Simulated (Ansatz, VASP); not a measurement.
## One calculation of Pt, two programs

```
Pt
1.0
     0.00000    2.15369    1.95790
     2.15369    0.00000    1.95790
     2.15369    2.15369    0.00000
Pt
1
Direct
  0.00000 0.00000 0.00000
```

Change from the starting cell: strain +0.1000 x Voigt [1, 1, 0, 0, 0, 0], atoms carried along.

Alike in both runs: task single point; functional r2SCAN; k mesh 20 × 20 × 20; occupations gaussian, width 0.15 eV; no spin polarisation.

|  | VASP | Ansatz |
| --- | --- | --- |
| version | VASP 6.6.1 | Ansatz 0.2.0 |
| potentials or method | VASP PAW PBE potentials, release 64 (Pt), cutoff 520 eV | scalar-relativistic, plane waves, PAW |
| valence electrons in the cell | 10 | 18 |

```csv
,VASP,Ansatz,Ansatz less VASP
gap on the k mesh at the Fermi level (eV),none,none,-
pressure (GPa),-28.3,-28.4,-0.17
"traceless stress, the component that is largest in VASP (GPa)",1.14,1.09,-0.047
```

VASP's potentials were made for PBE, not for r2SCAN. A gap of «none» marks a metal or a gap that the smearing closes. Both programs put the cell under strong tension, so it lies far from rest at this level. VASP's potentials hold 10 valence electrons a cell and Ansatz's 18, so a difference there can come from the potentials and not from the codes.

Spin-orbit coupling is off throughout.
